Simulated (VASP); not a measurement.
A run of VASP 6.6.1:

Contents of INCAR:

```
PREC     = Accurate       # precision mode
ENCUT    = 520            # plane-wave cutoff, eV
EDIFF    = 1E-7           # SCF threshold, eV
ISMEAR   = -1             # smearing method
SIGMA    = 0.03           # smearing width, eV
LREAL    = F              # projectors in reciprocal space
LASPH    = T              # aspherical terms in the spheres
NELM     = 60             # most SCF steps
ALGO     = Normal         # electronic algorithm
ISIF     = 2              # what is computed and relaxed
LWAVE    = F              # write WAVECAR
LCHARG   = F              # write CHGCAR
GGA      = CA             # functional
NBANDS   = 12             # bands
```

KPOINTS

```
regular mesh
0
Gamma
  12 12 12
```

The input POSCAR:

```
Hg
1.0
    1.7300004553      0.9988162286      2.2116600000
   -1.7300004553      0.9988162286      2.2116600000
    0.0000000000     -1.9976324571      2.2116600000
Hg
1
Direct
    0.0000000000      0.0000000000      0.0000000000
```

Potentials or basis: VASP PAW LDA potentials, release 64 (Hg).

Run with:

```bash
$ cat potpaw_LDA.64/Hg/POTCAR > POTCAR
$ mpirun -np 1 vasp_std > vasp.out
```

Hardware: 1 thread of Intel Xeon 8259CL (shared host).

Q: How long does it take, and how much memory?

A: It took 28 s on 1 thread of Intel Xeon 8259CL, with other jobs on the host, peak memory 0.17 GiB. Counts: scf iterations 11, k points 189.
